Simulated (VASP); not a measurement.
Input of a VASP 6.6.1 run:

INCAR

```
SYSTEM = SnSe
ALGO     = Normal         ! electronic algorithm
EDIFF    = 1E-6           ! SCF threshold, eV
ENCUT    = 500            ! plane-wave cutoff, eV
GGA      = PS             ! functional
GGA_COMPAT= .FALSE.      
ISIF     = 2              ! what is computed and relaxed
ISMEAR   = 0              ! smearing method
LASPH    = .TRUE.         ! aspherical terms in the spheres
LCHARG   = .FALSE.        ! write CHGCAR
LREAL    = .FALSE.        ! projectors in reciprocal space
LWAVE    = .FALSE.        ! write WAVECAR
NBANDS   = 17             ! bands
NELM     = 120            ! most SCF steps
PREC     = Accurate       ! precision mode
SIGMA    = 0.01           ! smearing width, eV
```

Contents of KPOINTS:

```
k-points
0
G
  8 8 8
  0 0 0
```

The input POSCAR:

```
SnSe
1.0
    0.0000000000      2.9727546659      2.9727546659
    2.9727546659      0.0000000000      2.9727546659
    2.9727546659      2.9727546659      0.0000000000
Sn Se
1 1
Direct
    0.0000000000      0.0000000000      0.0000000000
    0.5000000000      0.5000000000      0.5000000000
```

Potentials or basis: VASP PAW PBE potentials, release 64 (Sn_d, Se).

Run with:

```console
$ cat potpaw_PBE.64/Sn_d/POTCAR potpaw_PBE.64/Se/POTCAR > POTCAR
$ mpirun -np 1 vasp_std > vasp.out
```

(1) Predict the band gap on the k mesh.

(2) What does it give for the pressure?

Answers

(1) 0.75 eV, indirect (least direct gap 0.82 eV).

(2) 0.0 GPa.

Caveat: the PAW data sets were made with another functional, which shifts forces and pressure a little; spin-orbit coupling is left out, which moves the levels of the heavy elements.
